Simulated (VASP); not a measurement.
# BaAl2As2 in VASP: single point with PBE

Aim: the single point of BaAl2As2 with PBE.

Everything below comes from runs of VASP 6.6.1. Logs are shortened: lines on timing, memory, paths and dates and some standing lists are left out, and cuts for length are marked.

**1. The cell of the first run**

The typed cell holds 5 atoms: a = 4.515 Å, b = 4.515 Å, c = 7.667 Å, α = 90.00°, β = 90.00°, γ = 60.00°.

**2. Single point, PBE**

File INCAR:

```
PREC = Accurate
ENCUT = 520
EDIFF = 1E-6
ISMEAR = -1
SIGMA = 0.0221
LREAL = False
LASPH = True
NELM = 100
ALGO = Normal
ISIF = 2
LWAVE = False
LCHARG = False
GGA = PE
NBANDS = 21
```

File KPOINTS:

```
regular mesh
0
Gamma
  9 9 5
```

File POSCAR:

```
BaAl2As2
1.0
    2.2576170000      3.9103060000      0.0000000000
   -2.2576170000      3.9103060000      0.0000000000
    0.0000000000      0.0000000000      7.6673790000
Al As Ba
2 2 1
Direct
    0.3333000000      0.3334000000      0.6247000000
    0.6667000000      0.6666000000      0.3753000000
    0.3333000000      0.3334000000      0.2680000000
    0.6667000000      0.6666000000      0.7320000000
    0.0000000000      0.0000000000      0.0000000000
```

Potentials or basis: VASP PAW PBE potentials, release 64 (Al, As, Ba_sv).

Started as:

```console
cat potpaw_PBE.64/Al/POTCAR potpaw_PBE.64/As/POTCAR potpaw_PBE.64/Ba_sv/POTCAR > POTCAR
mpirun -np 1 vasp_std > vasp.out
```

OUTCAR:

```text
PREC = Accurate
   ENCUT = 520
   EDIFF = 1E-6
   ISMEAR = -1
   LREAL = False
   LASPH = True
   NELM = 100
   ISIF = 2
   GGA = PE

 ion  position               nearest neighbor table
   1  0.333  0.333  0.625-   4 2.73   4 2.73   4 2.73   3 2.73   2 3.23   2 3.23   2 3.23   5 3.88
                             5 3.88   5 3.88
   2  0.667  0.667  0.375-   3 2.73   3 2.73   3 2.73   4 2.73   1 3.23   1 3.23   1 3.23   5 3.88
                             5 3.88   5 3.88
   3  0.333  0.333  0.268-   2 2.73   2 2.73   2 2.73   1 2.73   5 3.32   5 3.32   5 3.32
   4  0.667  0.667  0.732-   1 2.73   1 2.73   1 2.73   2 2.73   5 3.32   5 3.32   5 3.32
   5  0.000  0.000  0.000-   4 3.32   3 3.32   4 3.32   3 3.32   4 3.32   3 3.32   2 3.88   1 3.88
                             2 3.88   1 3.88   1 3.88   2 3.88

  LATTYP: Found a hexagonal cell.
 ALAT       =     4.5152328326
 C/A-ratio  =     1.6981137594

  Lattice vectors:

 A1 = (   2.2576170000,  -3.9103060000,   0.0000000000)
 A2 = (   2.2576170000,   3.9103060000,   0.0000000000)
 A3 = (   0.0000000000,   0.0000000000,   7.6673790000)

Analysis of symmetry for initial positions (statically):
=====================================================================
 Subroutine PRICEL returns:
 Original cell was already a primitive cell.

 Routine SETGRP: Setting up the symmetry group for a
 hexagonal supercell.

 Subroutine GETGRP returns: Found  4 space group operations
 (whereof  4 operations were pure point group operations)
 out of a pool of 24 trial point group operations.

The static configuration has the point symmetry C_2h.

Analysis of symmetry for dynamics (positions and initial velocities):
=====================================================================
 Subroutine PRICEL returns:
 Original cell was already a primitive cell.

 Routine SETGRP: Setting up the symmetry group for a
 hexagonal supercell.

 Subroutine GETGRP returns: Found  4 space group operations
 (whereof  4 operations were pure point group operations)
 out of a pool of 24 trial point group operations.

The dynamic configuration has the point symmetry C_2h.

 Subroutine INISYM returns: Found  4 space group operations
 (whereof  4 operations are pure point group operations),
 and found     1 'primitive' translations

----------------------------------------------------------------------------------------

                                     Primitive cell

  volume of cell :     135.3748

  direct lattice vectors                    reciprocal lattice vectors
     2.257617000  3.910306000  0.000000000     0.221472464  0.127867231  0.000000000
    -2.257617000  3.910306000  0.000000000    -0.221472464  0.127867231  0.000000000
     0.000000000  0.000000000  7.667379000     0.000000000  0.000000000  0.130422665

  length of vectors
     4.515232833  4.515232833  7.667379000     0.255734396  0.255734396  0.130422665

  position of ions in fractional coordinates (direct lattice)
     0.333300000  0.333400000  0.624700000
     0.666700000  0.666600000  0.375300000
     0.333300000  0.333400000  0.268000000
     0.666700000  0.666600000  0.732000000
     0.000000000  0.000000000  0.000000000

  ion indices of the primitive-cell ions
   primitive index   ion index
                 1           1
                 2           2
                 3           3
                 4           4
                 5           5

----------------------------------------------------------------------------------------

 KPOINTS: regular mesh

Automatic generation of k-mesh.
 Grid dimensions read from file:
 generate k-points for:    9    9    5

 Generating k-lattice:

  Cartesian coordinates                     Fractional coordinates (reciprocal lattice)
     0.024608052  0.014207470  0.000000000     0.111111111  0.000000000  0.000000000
    -0.024608052  0.014207470  0.000000000     0.000000000  0.111111111  0.000000000
     0.000000000  0.000000000  0.026084533     0.000000000  0.000000000  0.200000000

  Length of vectors
     0.028414933  0.028414933  0.026084533

  Shift w.r.t. Gamma in fractional coordinates (k-lattice)
     0.000000000  0.000000000  0.000000000

 Subroutine IBZKPT returns following result:
 ===========================================

 Found    115 irreducible k-points:

 Following reciprocal coordinates:
            Coordinates               Weight
  0.000000  0.000000  0.000000      1.000000
  0.111111 -0.000000  0.000000      4.000000
 -0.000000  0.111111  0.000000      2.000000
  0.222222  0.000000  0.000000      4.000000
  0.000000  0.222222  0.000000      2.000000
  0.333333 -0.000000  0.000000      4.000000
[... 16 lines left out ...]
  0.333333 -0.444444  0.000000      4.000000
 -0.222222  0.333333  0.000000      4.000000
 [... further k-points ...]
   k-points           NKPTS =    115   k-points in BZ     NKDIM =    115   number of bands    NBANDS=     21
   number of dos      NEDOS =    301   number of ions     NIONS =      5
   total plane-waves  NPLWV =  77760
   dimension x,y,z NGX =    36 NGY =   36 NGZ =   60
   dimension x,y,z NGXF=    72 NGYF=   72 NGZF=  120
   ions per type =               2   2   1
   NGX,Y,Z   is equivalent  to a cutoff of  13.25, 13.25, 13.01 a.u.
   NGXF,Y,Z  is equivalent  to a cutoff of  26.51, 26.51, 26.02 a.u.
 SYSTEM =  unknown system
   PREC   = accura    normal or accurate (medium, high low for compatibility)
   ISTART =      0    job   : 0-new  1-cont  2-samecut
   ICHARG =      2    charge: 1-file 2-atom 10-const
   ISPIN  =      1    spin polarized calculation?
   LNONCOLLINEAR =      F non collinear calculations
   LSORBIT =      F    spin-orbit coupling
   LASPH  =      T    aspherical Exc in radial PAW
   ENCUT  =  520.0 eV  38.22 Ry    6.18 a.u.   8.40  8.40 14.26*2*pi/ulx,y,z
   NELM   =    100;   NELMIN=  2; NELMDL= -5     # of ELM steps
   EDIFF  = 0.1E-05   stopping-criterion for ELM
   LREAL  =      F    real-space projection
   EDIFFG = 0.1E-04   stopping-criterion for IOM
   NSW    =      0    number of steps for IOM
   IBRION =     -1    ionic relax: 0-MD 1-quasi-New 2-CG
   NFREE  =      0    steps in history (QN), initial steepest desc. (CG)
   ISIF   =      2    stress and relaxation
   ISYM   =      2    0-nonsym 1-usesym 2-fastsym
   POTIM  = 0.5000    time-step for ionic-motion
   TEBEG  =    0.0;   TEEND  =   0.0 temperature during run
   PSTRESS=    0.0 pullay stress
   NELECT =      26.0000    total number of electrons
   NUPDOWN=      -1.0000    fix difference up-down
   EMIN   =  10.00;   EMAX   =-10.00  energy-range for DOS
   EFERMI =   0.00;   METHOD = LEGACY
   ISMEAR =    -1;   SIGMA  =   0.02  broadening in eV -4-tet -1-fermi 0-gaus
   EFERMI_NEDOS =   21; number of points for ismear=-14 and -15
   IALGO  =     38    algorithm
   IMIX   =      4    mixing-type and parameters
     AMIX     =   0.40;   BMIX     =  1.00
     AMIX_MAG =   1.60;   BMIX_MAG =  1.00
  volume/ion in A,a.u.               =      27.07       182.71
  Fermi-wavevector in a.u.,A,eV,Ry     =   0.944539  1.784920 12.138495  0.892154
  Thomas-Fermi vector in A             =   2.072354
   LORBIT       =      0    0 simple, 1 ext, 2 COOP (PROOUT), +10 PAW based schemes
   GGA     = PE    functional components
   LHFCALC =     F    Hartree Fock is set to
   AEXX    =    0.0000 exact exchange contribution
   IVDW    =     0    specifies the selected vdW correction
   LEPSILON=     F    determine dielectric tensor
   LRPA    =     F    only Hartree local field effects (RPA)
 non-spin polarized calculation
  energy-cutoff  :      520.00
  volume of cell :      135.37
 maximum number of plane-waves:      3689
 NGX is ok and might be reduce to    36
   NGX = 17   NGY = 17   NGZ = 29

 number of electron      26.0000000 magnetization

 Free energy of the ion-electron system (eV)
  ---------------------------------------------------
  ext. energy  EPLUGINS =         0.00000000
  ---------------------------------------------------
  free energy    TOTEN  =       -20.91890355 eV

  energy without entropy =      -20.91535234  energy(sigma->0) =      -20.91712795

 E-fermi :   4.7788     XC(G=0):  -9.0216

 val. band max:        4.7370045917   @ k =   0.2222   0.1111   0.2000
 cond. band min:       4.7811330242   @ k =  -0.1111   0.4444   0.4000
 fundamental gap:      0.0441284325
 Fermi energy:         4.7788417353

 k-point     1 :       0.0000    0.0000    0.0000
  band No.  band energies     occupation
      1     -23.8968      2.00000
      2      -9.5047      2.00000
      3      -9.0232      2.00000
      4      -9.0232      2.00000
      5      -7.6099      2.00000
      6      -6.2788      2.00000
[... 13 lines left out ...]
     20       6.5822      0.00000
     21       6.5841      0.00000

 k-point     2 :       0.1111   -0.0000    0.0000
  band No.  band energies     occupation
      1     -23.8934      2.00000
      2      -9.4720      2.00000
      3      -9.1092      2.00000
      4      -9.0348      2.00000
      5      -7.4966      2.00000
      6      -6.2973      2.00000
[... 13 lines left out ...]
     20       6.6339      0.00000
     21       7.1820      0.00000

 k-point     3 :      -0.0000    0.1111    0.0000
  band No.  band energies     occupation
      1     -23.8934      2.00000
      2      -9.4720      2.00000
      3      -9.1092      2.00000
      4      -9.0348      2.00000
      5      -7.4966      2.00000
      6      -6.2973      2.00000
[... 13 lines left out ...]
     20       6.6335      0.00000
     21       7.1827      0.00000
[... 457 lines left out ...]
 k-point    23 :       0.3333   -0.4444    0.0000
  band No.  band energies     occupation
      1     -23.8657      2.00000
      2      -9.5043      2.00000
      3      -9.2779      2.00000
      4      -9.1720      2.00000
      5      -6.5540      2.00000
      6      -6.4701      2.00000
[... 13 lines left out ...]
     20       8.2825      0.00000
     21       8.6955      0.00000

 k-point    24 :      -0.2222    0.3333    0.0000
  band No.  band energies     occupation
      1     -23.8657      2.00000
      2      -9.5044      2.00000
      3      -9.2779      2.00000
      4      -9.1720      2.00000
      5      -6.5539      2.00000
      6      -6.4702      2.00000
[... 13 lines left out ...]
     20       8.2827      0.00000
     21       8.6953      0.00000

 [... further k-points ...]

------------------------ aborting loop because EDIFF is reached ----------------------------------------

  FORCE on cell =-STRESS in cart. coord.  units (eV):
  Direction    XX          YY          ZZ          XY          YZ          ZX
  --------------------------------------------------------------------------------------
  -------------------------------------------------------------------------------------
  Total       -0.0989424     -0.0982262     -5.8110349      0.0006202      0.0004330     -0.0007499
  in kB       -1.1709946     -1.1625182    -68.7742917      0.0073400      0.0051243     -0.0088756
  external PRESSURE =     -23.7026015 kB  Pullay stress =       0.0000000 kB

 VOLUME and BASIS-vectors are now :
 -----------------------------------------------------------------------------
  energy-cutoff  :      520.00
  volume of cell :      135.37
      direct lattice vectors                 reciprocal lattice vectors
     2.257617000  3.910306000  0.000000000     0.221472464  0.127867231  0.000000000
    -2.257617000  3.910306000  0.000000000    -0.221472464  0.127867231  0.000000000
     0.000000000  0.000000000  7.667379000     0.000000000  0.000000000  0.130422665

 POSITION                                       TOTAL-FORCE (eV/Angst)
 -----------------------------------------------------------------------------------
     -0.00023      2.60700      4.78981         0.001118     -0.000646      0.012377
      0.00023      5.21361      2.87757        -0.001118      0.000646     -0.012377
     -0.00023      2.60700      2.05486         0.001415     -0.000817      1.684601
      0.00023      5.21361      5.61252        -0.001415      0.000817     -1.684601
      0.00000      0.00000      0.00000         0.000000     -0.000000      0.000000
 -----------------------------------------------------------------------------------
    total drift:                                0.000000      0.000000     -0.000000

  FREE ENERGIE OF THE ION-ELECTRON SYSTEM (eV)
  ---------------------------------------------------
  free  energy   TOTEN  =       -20.9189035540 eV

  energy  without entropy=      -20.9153523400  energy(sigma->0) =      -20.91712795
```

It took 5.6 min on 1 thread of Intel Xeon Platinum 8259CL at 2.50GHz (Skylake/Cascade Lake), shared host; peak memory 0.51 GiB.

Results:

```
Free energy            : -20.9189 eV
Pressure               : -2.4 GPa
Largest force          : 1.685 eV/Å
Band gap on the k mesh : zero (bands 13 and 14 overlap by 2.30 eV)
```

Forces in eV/Å, atoms in the order of the input:
```
Al   0.001 -0.001  0.012
Al  -0.001  0.001 -0.012
As   0.001 -0.001  1.685
As  -0.001  0.001 -1.685
Ba   0.000  0.000  0.000
```

Stress tensor (GPa, compression positive):
```
-0.12  0.00  0.00
 0.00 -0.12  0.00
 0.00  0.00 -6.88
```

Levels at points of the mesh, in eV from the Fermi level:
| k point | band 9 | band 10 | band 11 | band 12 | band 13 | band 14 | band 15 | band 16 | band 17 | band 18 |
| --- | --- | --- | --- | --- | --- | --- | --- | --- | --- | --- |
| (0.00, 0.00, 0.00) | -3.16 | -2.27 | -2.08 | -2.07 | -1.96 | -1.43 | 0.36 | 0.96 | 0.96 | 1.72 |

Caveat: the stress differs along the axes, from -7 to -0 GPa; spin-orbit coupling is left out, which moves the levels of the heavy elements; forces of over 1 eV/Å act on the atoms, so gaps and moduli don't describe the material at rest.

The gap in the log of VASP goes by the Fermi energy; the results here count the filled bands.